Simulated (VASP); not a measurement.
## Zn: single point with PBE

The system is Zn.

```
CELL_PARAMETERS angstrom
2.63591 0.00000 0.00000
-1.31795 2.28276 0.00000
0.00000 0.00000 10.20675
ATOMIC_POSITIONS crystal
Zn 0.00000 0.00000 0.00000
Zn 0.33333 0.66667 0.25000
Zn 0.00000 0.00000 0.50000
Zn 0.66667 0.33333 0.75000
```

* Program: VASP 6.6.1
* Task: single point
* Functional: PBE
* Potentials or basis: VASP PAW PBE potentials, release 64 (Zn)
* Cutoff: 520 eV
* k mesh: 18 × 18 × 6
* Occupations: gaussian, width 0.1 eV
* Spin: no spin polarisation

| Property | Result |
| --- | --- |
| Pressure | 0.3 GPa |
| Band gap on the k mesh | zero (band 24 reaches 4.85 eV, above the bottom of band 25 at -0.47 eV) |

Stress tensor (GPa, compression positive):
```
0.44 0.00 0.00
0.00 0.44 0.00
0.00 0.00 0.14
```

Levels at points of the mesh, in eV from the Fermi level:
| k point | band 21 | band 22 | band 23 | band 24 | band 25 | band 26 | band 27 | band 28 |
| --- | --- | --- | --- | --- | --- | --- | --- | --- |
| (0.00, 0.00, 0.00) | -7.12 | -7.04 | -7.04 | -3.70 | -3.46 | 3.85 | 3.85 | 12.23 |
| (0.50, 0.00, 0.00) | -2.56 | -2.16 | -1.69 | -1.42 | 0.12 | 0.22 | 2.79 | 3.57 |
| (0.00, 0.00, 0.50) | -7.06 | -7.06 | -6.15 | -6.15 | -0.20 | -0.20 | 8.46 | 8.46 |
| (0.50, 0.00, 0.50) | -2.36 | -2.36 | -1.69 | -1.69 | 0.78 | 0.78 | 1.88 | 1.88 |

Wall time 2.7 min on 1 thread of Intel(R) Xeon(R) 6975P-C (Granite Rapids), with other jobs on the host, peak memory 0.32 GiB.
